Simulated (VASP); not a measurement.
Set up this calculation in VASP 6.6.1, as the native input.

- Task: single point
- Functional: PBE
- Potentials or basis: VASP PAW PBE potentials, release 64 (Dy_3, H), 4f in core
- Cutoff: 500 eV
- k mesh: 6 × 6 × 3
- Occupations: gaussian, width 0.2 eV
- Spin: no spin polarisation
- Dipole correction: no
- Mended: yes
- Further INCAR settings: ALGO = Normal; EDIFF = 1e-06; NBANDS = 16

The structure of Dy2H lies in POSCAR:

```
Dy2H
1.0
    3.3602701540      0.0000000000      0.0000000000
   -1.6801350770      2.9100793170      0.0000000000
    0.0000000000      0.0000000000      6.5631599722
Dy H
2 1
Direct
    0.0000000000      0.0000000000      0.7449854883
    0.0000000000      0.0000000000      0.2550145117
    0.3333333333      0.6666666667      0.5000000000
```

The cell was built from a structure type or drawn by symmetry, and may not be a known phase.

These files were run (other wordings do the same):

INCAR

```
ALGO = Normal
EDIFF = 1E-6
ENCUT = 500
GGA = PE
GGA_COMPAT = False
ISIF = 2
ISMEAR = 0
LASPH = True
LCHARG = True
LELF = True
LMAXMIX = 6
LREAL = False
LVHAR = True
LWAVE = False
NBANDS = 16
NELM = 200
PREC = Accurate
SIGMA = 0.2
```

KPOINTS

```
k-points
0
Gamma
  6 6 3
```

Potentials or basis: VASP PAW PBE potentials, release 64 (Dy_3, H), 4f in core.

Command:

```bash
$ cat potpaw_PBE.64/Dy_3/POTCAR potpaw_PBE.64/H/POTCAR > POTCAR
$ mpirun -np 1 vasp_std > vasp.out
```

It gave:

```
Pressure               : 0.2 GPa
Band gap on the k mesh : zero (an odd number of electrons rules out a gap without spin polarisation)
```

Caveat: spin-orbit coupling is left out, which moves the levels of the heavy elements; the 4f electrons are frozen in the core, so they carry no moment and show no levels.

Run time: 11 s on 1 thread of AMD EPYC 9R45 96-Core Processor (Zen 5), on a shared host, peak memory 0.16 GiB.
